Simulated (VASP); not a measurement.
Here is a VASP 6.6.1 calculation.

Contents of INCAR:

```
SYSTEM = CdSe
ALGO = Normal
EDIFF = 1E-6
ENCUT = 500
GGA = PS
GGA_COMPAT = .FALSE.
ISIF = 2
ISMEAR = 0
LASPH = .TRUE.
LCHARG = .FALSE.
LREAL = .FALSE.
LWAVE = .FALSE.
NBANDS = 16
NELM = 120
PREC = Accurate
SIGMA = 0.01
```

The input KPOINTS:

```
k-points
0
G
  6 6 6
  0 0 0
```

The input POSCAR:

```
CdSe
1.0
    0.0000000000      3.0413470752      3.0261403398
    3.0413470752      0.0000000000      3.0261403398
    3.0413470752      3.0413470752      0.0000000000
Cd Se
1 1
Direct
    0.0000000000      0.0000000000      0.0000000000
    0.7500000000      0.7500000000      0.7500000000
```

Potentials or basis: VASP PAW PBE potentials, release 64 (Cd, Se).

Run with:

```console
$ cat potpaw_PBE.64/Cd/POTCAR potpaw_PBE.64/Se/POTCAR > POTCAR
$ mpirun -np 1 vasp_std > vasp.out
```

(1) Predict the pressure.

(2) Predict the band gap on the k mesh.

## Answers

(1) 0.6 GPa.

(2) 0.48 eV.

Caveat: the cell differs from its parent crystal (z stretched by -0.5 %, x and y held); semilocal functionals underestimate gaps, and a narrow one can read as zero; the PAW data sets were made with another functional, which shifts forces and pressure a little.
